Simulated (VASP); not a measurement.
# MgO (Fm-3m) in VASP: further runs, part 2 of 2

VASP 6.6.1. Earlier steps stand in the parts before.

### 3 Single point, PBE

Input file INCAR:

```
SYSTEM = MgO
PREC     = Accurate       ! precision mode
ENCUT    = 600            ! plane-wave cutoff, eV
EDIFF    = 1E-6           ! SCF threshold, eV
ISMEAR   = 0              ! smearing method
SIGMA    = 0.01           ! smearing width, eV
LREAL    = .FALSE.        ! projectors in reciprocal space
LASPH    = .TRUE.         ! aspherical terms in the spheres
NELM     = 120            ! most SCF steps
ALGO     = Normal         ! electronic algorithm
ISIF     = 2              ! what is computed and relaxed
LWAVE    = .FALSE.        ! write WAVECAR
LCHARG   = .TRUE.         ! write CHGCAR
GGA      = PE             ! functional
LELF     = .TRUE.         ! ELF
LVHAR    = .TRUE.       
NBANDS   = 11             ! bands
GGA_COMPAT= .FALSE.
```

Input file KPOINTS:

```
regular mesh
0
G
  9 9 9
  0 0 0
```

Input file POSCAR:

```
MgO
1.0
    0.0000000000      2.1160000000      2.1160000000
    2.1160000000      0.0000000000      2.1160000000
    2.1160000000      2.1160000000      0.0000000000
Mg O
1 1
Direct
    0.0000000000      0.0000000000      0.0000000000
    0.5000000000      0.5000000000      0.5000000000
```

Potentials or basis: VASP PAW PBE potentials, release 64 (Mg, O).

Command:

```console
> cat potpaw_PBE.64/Mg/POTCAR potpaw_PBE.64/O/POTCAR > POTCAR
> mpirun -np 1 vasp_std > vasp.out
```

OUTCAR:

```text
SYSTEM = MgO
   PREC = Accurate
   ENCUT = 600
   EDIFF = 1E-6
   ISMEAR = 0
   LREAL = .FALSE.
   LASPH = .TRUE.
   NELM = 120
   ISIF = 2
   GGA = PE

 ion  position               nearest neighbor table
   1  0.000  0.000  0.000-   2 2.12   2 2.12   2 2.12   2 2.12   2 2.12   2 2.12
   2  0.500  0.500  0.500-   1 2.12   1 2.12   1 2.12   1 2.12   1 2.12   1 2.12

  LATTYP: Found a face centered cubic cell.
 ALAT       =     4.2320000000

  Lattice vectors:

 A1 = (   0.0000000000,   2.1160000000,   2.1160000000)
 A2 = (   2.1160000000,   0.0000000000,   2.1160000000)
[... 522 lines left out ...]

  FORCE on cell =-STRESS in cart. coord.  units (eV):
  Direction    XX          YY          ZZ          XY          YZ          ZX
  --------------------------------------------------------------------------------------
  -------------------------------------------------------------------------------------
  Total        0.1636650      0.1636650      0.1636650      0.0000000     -0.0000000      0.0000000
  in kB       13.8385133     13.8385133     13.8385133      0.0000000     -0.0000000      0.0000000
  external PRESSURE =      13.8385133 kB  Pullay stress =       0.0000000 kB

 VOLUME and BASIS-vectors are now :
 -----------------------------------------------------------------------------
  energy-cutoff  :      600.00
  volume of cell :       18.95
      direct lattice vectors                 reciprocal lattice vectors
     0.000000000  2.116000000  2.116000000    -0.236294896  0.236294896  0.236294896
     2.116000000  0.000000000  2.116000000     0.236294896 -0.236294896  0.236294896
     2.116000000  2.116000000  0.000000000     0.236294896  0.236294896 -0.236294896

 POSITION                                       TOTAL-FORCE (eV/Angst)
 -----------------------------------------------------------------------------------
      0.00000      0.00000      0.00000        -0.000000     -0.000000     -0.000000
      2.11600      2.11600      2.11600         0.000000      0.000000      0.000000
 -----------------------------------------------------------------------------------
    total drift:                               -0.000000     -0.000000      0.000000

  FREE ENERGIE OF THE ION-ELECTRON SYSTEM (eV)
  ---------------------------------------------------
  free  energy   TOTEN  =       -11.9137921884 eV

  energy  without entropy=      -11.9137921884  energy(sigma->0) =      -11.91379219
```

Wall time 3.7 s (1 thread of Intel Xeon 6975P-C (Granite Rapids), shared host); peak memory 0.13 GiB.

Results:

* Free energy: -11.9138 eV
* Pressure: 1.4 GPa
* Band gap on the k mesh: 4.59 eV, direct

Levels at points of the mesh, in eV from the valence-band top:
```tsv
k point	band 1	band 2	band 3	band 4	band 5	band 6	band 7	band 8
(0.00, 0.00, 0.00)	-17.19	0.00	0.00	0.00	4.59	15.72	15.72	15.72
```

### 4 Single point, PBE

Input file INCAR:

```
SYSTEM = MgO
PREC     = Accurate       ! precision mode
ENCUT    = 600            ! plane-wave cutoff, eV
EDIFF    = 1E-6           ! SCF threshold, eV
ISMEAR   = -1             ! smearing method
SIGMA    = 0.02           ! smearing width, eV
LREAL    = .False.        ! projectors in reciprocal space
LASPH    = .True.         ! aspherical terms in the spheres
NELM     = 120            ! most SCF steps
ALGO     = Normal         ! electronic algorithm
ISIF     = 2              ! what is computed and relaxed
LWAVE    = .False.        ! write WAVECAR
LCHARG   = .False.        ! write CHGCAR
GGA      = PE             ! functional
NBANDS   = 11             ! bands
GGA_COMPAT= .False.
```

Input file KPOINTS:

```
regular mesh
0
Gamma
  9 9 9
  0 0 0
```

POSCAR is that of step 3.

Command:

```console
> cat potpaw_PBE.64/Mg/POTCAR potpaw_PBE.64/O/POTCAR > POTCAR
> mpirun -np 1 vasp_std > vasp.out
```

It took 3.5 s on 1 thread of Intel Xeon 6975P-C (Granite Rapids), shared host; peak memory 0.13 GiB.

It converged, with:

```
Free energy            : -11.9138 eV
Pressure               : 1.4 GPa
Band gap on the k mesh : 4.59 eV, direct
```

Levels at points of the mesh, in eV from the valence-band top:
```csv
k point,band 2,band 3,band 4,band 5,band 6,band 7
"(0.00, 0.00, 0.00)",0.00,0.00,0.00,4.59,15.72,15.72
```

### 5 Single point, PBE

Input file INCAR:

```
ALGO = Normal
EDIFF = 1E-6
ENCUT = 600
GGA = PE
GGA_COMPAT = F
ISIF = 2
ISMEAR = -1
LASPH = T
LCHARG = T
LELF = T
LREAL = F
LVHAR = T
LWAVE = F
NBANDS = 11
NELM = 120
PREC = Accurate
SIGMA = 5E-4
```

Input file KPOINTS:

```
k-points
0
Gamma
  9 9 9
```

POSCAR is that of step 4.

Command:

```console
> cat potpaw_PBE.64/Mg/POTCAR potpaw_PBE.64/O/POTCAR > POTCAR
> mpirun -np 1 vasp_std > vasp.out
```

Wall time 3.7 s (1 thread of Intel Xeon 6975P-C (Granite Rapids), shared host); peak memory 0.14 GiB.

It converged, with:

* Free energy: -11.9138 eV
* Pressure: 1.4 GPa
* Band gap on the k mesh: 4.59 eV, direct

Levels at points of the mesh, in eV from the valence-band top:
```
           k point  band 1  band 2  band 3  band 4  band 5  band 6  band 7  band 8  band 9
(0.00, 0.00, 0.00)  -17.19    0.00    0.00    0.00    4.59   15.72   15.72   15.72   19.60
```

### 6 Summary

| smearing | gap on the mesh (eV) | pressure (GPa) |
| --- | --- | --- |
| fermi-dirac 0.02 eV | 4.59 | 1.4 |
| gaussian 0.01 eV | 4.59 | 1.4 |
| fermi-dirac 0.0005 eV | 4.59 | 1.4 |

Alike in all rows: task single point; level PBE; potentials or basis VASP PAW PBE potentials, release 64 (Mg, O); no spin polarisation; cell as given; k mesh 9 × 9 × 9; cutoff (eV) 600.

On the cell as given the gap runs from 4.59 eV (PBE) to 4.59 eV (PBE).

Absolute energies hang on the potentials; compare differences alone.

### 7 How close it comes

Step 2. A measured gap of MgO is 7.83 eV (quoted in “Electronic structure of alkaline earth and post-transition metal oxides”, 2009, arxiv:0908.1581); the calculated 4.59 eV misses it by -3.24 eV. The value is that of PBE, without temperature or zero-point motion. Semilocal functionals fall short of measured gaps as a rule.

Step 3. A measured gap of MgO is 7.83 eV (quoted in “Electronic structure of alkaline earth and post-transition metal oxides”, 2009, arxiv:0908.1581); the calculated 4.59 eV misses it by -3.24 eV. The value is that of PBE, without temperature or zero-point motion. Semilocal functionals fall short of measured gaps as a rule.

Step 4. A measured gap of MgO is 7.83 eV (quoted in “Electronic structure of alkaline earth and post-transition metal oxides”, 2009, arxiv:0908.1581); the calculated 4.59 eV misses it by -3.24 eV. The value is that of PBE, without temperature or zero-point motion. Semilocal functionals fall short of measured gaps as a rule.

Step 5. Measured gap of MgO: 7.83 eV (quoted in “Electronic structure of alkaline earth and post-transition metal oxides”, 2009, arxiv:0908.1581). This calculation gives 4.59 eV (-3.24 eV). The value is that of PBE, without temperature or zero-point motion. Semilocal functionals fall short of measured gaps as a rule.
